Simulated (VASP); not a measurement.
# Al16Ga in VASP: single point with PBE+D3(BJ)

Aim: the single point of Al16Ga with PBE+D3(BJ).

All numbers are computed with VASP 6.6.1; they aren't measurements. Logs are shortened: lines on timing, memory, paths and dates and some standing lists are left out, and cuts for length are marked.

### Step 1. The cell of the first run

The cell holds a slab with vacuum, 17 atoms: a = 5.728 Å, b = 5.728 Å, c = 18.075 Å, α = 90.00°, β = 90.00°, γ = 90.00°.

### Step 2. Single point, PBE+D3(BJ)

Input file INCAR:

```
ALGO = Normal
EDIFF = 1E-6
ENCUT = 520
GGA = PE
ISIF = 2
ISMEAR = -1
IVDW = 12
LASPH = T
LCHARG = F
LREAL = Auto
LWAVE = F
NBANDS = 44
NELM = 80
PREC = Accurate
SIGMA = 0.05
```

Input file KPOINTS:

```
k-points
0
Gamma
  3 3 1
```

Input file POSCAR:

```
Al16Ga
1.0
    5.7275650000      0.0000000000      0.0000000000
    0.0000000000      5.7275650000      0.0000000000
    0.0000000000      0.0000000000     18.0750000000
Al Ga
16 1
Direct
    0.2500000000      0.2500000000      0.0553250000
    0.7500000000      0.2500000000      0.0553250000
    0.2500000000      0.7500000000      0.0553250000
    0.7500000000      0.7500000000      0.0553250000
   -0.0017194402     -0.0017509219      0.1652094910
    0.5001479382     -0.0015100675      0.1651607370
   -0.0014720093      0.5001154983      0.1651583732
    0.5002094309      0.5001810631      0.1651101716
    0.2465489350      0.2463838734      0.2801008355
    0.7463367824      0.2471483278      0.2786298225
    0.2472775073      0.7461693323      0.2786280510
    0.7472410340      0.7471167500      0.2776201657
   -0.0073663979     -0.0075726647      0.3876947503
    0.4996429321     -0.0079546086      0.3872945448
   -0.0077594412      0.4994767097      0.3872869024
    0.4991529346      0.4989841185      0.3875233578
    0.2457575331      0.2456868146      0.5011489654
```

Potentials or basis: VASP PAW PBE potentials, release 64 (Al, Ga_d).

The run is started by

```console
$ cat potpaw_PBE.64/Al/POTCAR potpaw_PBE.64/Ga_d/POTCAR > POTCAR
$ mpirun -np 1 vasp_std > vasp.out
```

OUTCAR:

```text
EDIFF = 1E-6
   ENCUT = 520
   GGA = PE
   ISIF = 2
   ISMEAR = -1
   IVDW = 12
   LASPH = T
   LREAL = Auto
   NELM = 80
   PREC = Accurate
 IVDW          = 12

 ion  position               nearest neighbor table
   1  0.250  0.250  0.055-   8 2.84   7 2.84   6 2.84   5 2.85   2 2.86   3 2.86   3 2.86   2 2.86

   2  0.750  0.250  0.055-   7 2.83   8 2.84   5 2.84   6 2.84   1 2.86   4 2.86   4 2.86   1 2.86

   3  0.250  0.750  0.055-   6 2.83   8 2.84   5 2.84   7 2.84   1 2.86   4 2.86   1 2.86   4 2.86
[... 12 lines left out ...]
                             5 2.89   6 2.91   7 2.91   8 2.92
  10  0.746  0.247  0.279-  15 2.82  16 2.82  14 2.83  13 2.83   9 2.86  12 2.86  12 2.86   9 2.87
                             6 2.87   8 2.88   5 2.88   7 2.90
  11  0.247  0.746  0.279-  14 2.82  16 2.82  15 2.83  13 2.83   9 2.86  12 2.86  12 2.86   9 2.87
                             7 2.87   8 2.88   5 2.88   6 2.90
  12  0.747  0.747  0.278-  13 2.81  14 2.81  15 2.81  16 2.83   8 2.85  11 2.86  10 2.86  10 2.86
                            11 2.86   7 2.86   6 2.86   5 2.87
  13  0.993  0.992  0.388-  12 2.81  15 2.82  14 2.82  11 2.83  10 2.83   9 2.83  17 2.90  14 2.90
                            15 2.90
  14  0.500  0.992  0.387-  12 2.81  11 2.82  13 2.82  16 2.82   9 2.82  10 2.83  16 2.90  13 2.90
                            17 2.91
  15  0.992  0.499  0.387-  12 2.81  10 2.82  13 2.82  16 2.82   9 2.82  11 2.83  16 2.90  13 2.90
                            17 2.91
  16  0.499  0.499  0.388-   9 2.82  10 2.82  11 2.82  14 2.82  15 2.82  12 2.83  17 2.90  15 2.90
                            14 2.90
  17  0.246  0.246  0.501-  13 2.90  16 2.90  15 2.91  14 2.91

  LATTYP: Found a simple tetragonal cell.
 ALAT       =     5.7275650000
 C/A-ratio  =     3.1557913354

  Lattice vectors:

 A1 = (   5.7275650000,   0.0000000000,   0.0000000000)
 A2 = (   0.0000000000,   5.7275650000,   0.0000000000)
 A3 = (   0.0000000000,   0.0000000000,  18.0750000000)

Analysis of symmetry for initial positions (statically):
=====================================================================
 Subroutine PRICEL returns:
 Original cell was already a primitive cell.

 Routine SETGRP: Setting up the symmetry group for a
 simple tetragonal supercell.

 Subroutine GETGRP returns: Found  1 space group operations
 (whereof  1 operations were pure point group operations)
 out of a pool of 16 trial point group operations.

The static configuration has the point symmetry C_1 .

Analysis of symmetry for dynamics (positions and initial velocities):
[... 125 lines left out ...]
   IBRION =     -1    ionic relax: 0-MD 1-quasi-New 2-CG
   NFREE  =      0    steps in history (QN), initial steepest desc. (CG)
   ISIF   =      2    stress and relaxation
   ISYM   =      2    0-nonsym 1-usesym 2-fastsym
   POTIM  = 0.5000    time-step for ionic-motion
   TEBEG  =    0.0;   TEEND  =   0.0 temperature during run
   PSTRESS=    0.0 pullay stress
   NELECT =      61.0000    total number of electrons
   NUPDOWN=      -1.0000    fix difference up-down
   EMIN   =  10.00;   EMAX   =-10.00  energy-range for DOS
   EFERMI =   0.00;   METHOD = LEGACY
   ISMEAR =    -1;   SIGMA  =   0.05  broadening in eV -4-tet -1-fermi 0-gaus
   EFERMI_NEDOS =   21; number of points for ismear=-14 and -15
   IALGO  =     38    algorithm
   IMIX   =      4    mixing-type and parameters
     AMIX     =   0.40;   BMIX     =  1.00
     AMIX_MAG =   1.60;   BMIX_MAG =  1.00
  volume/ion in A,a.u.               =      34.88       235.38
  Fermi-wavevector in a.u.,A,eV,Ry     =   0.767088  1.449587  8.005999  0.588424
  Thomas-Fermi vector in A             =   1.867569
   LORBIT       =      0    0 simple, 1 ext, 2 COOP (PROOUT), +10 PAW based schemes
   GGA     = PE    functional components
   LHFCALC =     F    Hartree Fock is set to
   AEXX    =    0.0000 exact exchange contribution
   IVDW    =    12    specifies the selected vdW correction
   LEPSILON=     F    determine dielectric tensor
   LRPA    =     F    only Hartree local field effects (RPA)
 non-spin polarized calculation
  energy-cutoff  :      520.00
  volume of cell :      592.95
 maximum number of plane-waves:     15973
 NGX is ok and might be reduce to    42
   NGX = 21   NGY = 21   NGZ = 67

 number of electron      60.9999993 magnetization

 Free energy of the ion-electron system (eV)
  ---------------------------------------------------
  ext. energy  EPLUGINS =         0.00000000
  ---------------------------------------------------
  free energy    TOTEN  =       -59.22637925 eV

  energy without entropy =      -59.13268415  energy(sigma->0) =      -59.17953170

 E-fermi :   1.5015     XC(G=0):  -6.0300

 val. band max:        1.4250253950   @ k =   0.0000   0.0000   0.0000
 cond. band min:       1.5124199498   @ k =  -0.3333   0.3333   0.0000
 fundamental gap:      0.0873945549
 Fermi energy:         1.5015233872

 k-point     1 :       0.0000    0.0000    0.0000
  band No.  band energies     occupation
      1     -13.0123      2.00000
      2     -13.0117      2.00000
      3     -13.0046      2.00000
      4     -12.9956      2.00000
      5     -12.9878      2.00000
      6      -9.1270      2.00000
[... 214 lines left out ...]
     41       4.2189      0.00000
     42       4.3046      0.00000
 [bands above 42 left out]

------------------------ aborting loop because EDIFF is reached ----------------------------------------

 Edisp (eV)   -4.14147

 E8    (eV) :    -1.9173

  FORCE on cell =-STRESS in cart. coord.  units (eV):
  Direction    XX          YY          ZZ          XY          YZ          ZX
  --------------------------------------------------------------------------------------
  -------------------------------------------------------------------------------------
  Total      -9.58498    -9.58107    -0.29960     0.01122     0.12043     0.11653
  in kB     -25.89902   -25.88845    -0.80954     0.03032     0.32541     0.31487
  external pressure =      -17.53 kB  Pullay stress =        0.00 kB

 VOLUME and BASIS-vectors are now :
 -----------------------------------------------------------------------------
  energy-cutoff  :      520.00
  volume of cell :      592.95
      direct lattice vectors                 reciprocal lattice vectors
     5.727565000  0.000000000  0.000000000     0.174594265  0.000000000  0.000000000
     0.000000000  5.727565000  0.000000000     0.000000000  0.174594265  0.000000000
     0.000000000  0.000000000 18.075000000     0.000000000  0.000000000  0.055325035

 POSITION                                       TOTAL-FORCE (eV/Angst)
 -----------------------------------------------------------------------------------
      1.43189      1.43189      1.00000        -0.004253     -0.004422      0.084578
      4.29567      1.43189      1.00000        -0.000875     -0.005762     -0.031941
      1.43189      4.29567      1.00000        -0.005553     -0.000814     -0.031971
      4.29567      4.29567      1.00000        -0.007003     -0.007222     -0.030206
      5.71772      5.71754      2.98616         0.002612      0.002220     -0.000012
      2.86463      5.71892      2.98528        -0.009340     -0.001777     -0.000763
[... 9 lines left out ...]
      2.85893      2.85796      7.00448        -0.001471     -0.001817      0.016713
      1.40759      1.40719      9.05827        -0.001741     -0.002329     -0.068120
 -----------------------------------------------------------------------------------
    total drift:                                0.014648      0.014133     -0.009471

  FREE ENERGIE OF THE ION-ELECTRON SYSTEM (eV)
  ---------------------------------------------------
  free  energy   TOTEN  =       -63.3678463668 eV

  energy  without entropy=      -63.2741512640  energy(sigma->0) =      -63.32099882
```

OSZICAR:

```text
N       E                     dE             d eps       ncg     rms          rms(c)
DAV:   1     0.230014861928E+03    0.23001E+03   -0.20808E+04   440   0.107E+03
DAV:   2    -0.413414324830E+02   -0.27136E+03   -0.25784E+03   556   0.212E+02
DAV:   3    -0.609025871149E+02   -0.19561E+02   -0.18907E+02   544   0.585E+01
[... 12 lines left out ...]
DAV:  16    -0.592262299933E+02   -0.39762E-03   -0.42326E-05   504   0.283E-02    0.598E-03
DAV:  17    -0.592263623564E+02   -0.13236E-03   -0.16883E-05   520   0.135E-02    0.446E-03
DAV:  18    -0.592263739221E+02   -0.11566E-04   -0.20128E-06   416   0.523E-03    0.271E-03
DAV:  19    -0.592263785373E+02   -0.46151E-05   -0.90537E-07   408   0.324E-03    0.755E-04
DAV:  20    -0.592263792501E+02   -0.71280E-06   -0.20220E-07   396   0.182E-03
   1 F= -.63367846E+02 E0= -.63320999E+02  d E =-.936951E-01
```

Run time: 3 min. Hardware: 1 thread of Intel Xeon Platinum 8488C (Sapphire Rapids), shared host; peak memory 0.64 GiB.

Results:

* Free energy: -63.3678 eV
* Largest force: 0.085 eV/Å
* Band gap on the k mesh: zero (an odd number of electrons rules out a gap without spin polarisation)
* Dispersion energy per atom: -0.244 eV

Forces on the atoms (eV/Å):
```
Al  -0.004 -0.004  0.085
Al  -0.001 -0.006 -0.032
Al  -0.006 -0.001 -0.032
Al  -0.007 -0.007 -0.030
Al   0.003  0.002  0.000
Al  -0.009 -0.002 -0.001
Al  -0.002 -0.009 -0.001
Al  -0.007 -0.008  0.005
Al   0.002  0.003  0.009
Al   0.011 -0.003  0.007
Al  -0.003  0.012  0.007
Al   0.004  0.003  0.003
Al   0.015  0.016 -0.005
Al  -0.010  0.017  0.019
Al   0.017 -0.010  0.019
Al  -0.001 -0.002  0.017
Ga  -0.002 -0.002 -0.068
```

Levels at points of the mesh, in eV from the Fermi level:
| k point | band 26 | band 27 | band 28 | band 29 | band 30 | band 31 | band 32 | band 33 | band 34 | band 35 |
| --- | --- | --- | --- | --- | --- | --- | --- | --- | --- | --- |
| (0.00, 0.00, 0.00) | -1.32 | -1.30 | -1.15 | -1.13 | -0.45 | -0.45 | -0.08 | 0.08 | 0.21 | 0.24 |

Caveat: the k points lie up to 0.37 Å⁻¹ apart, too coarse for converged energies and pressures of a metal.
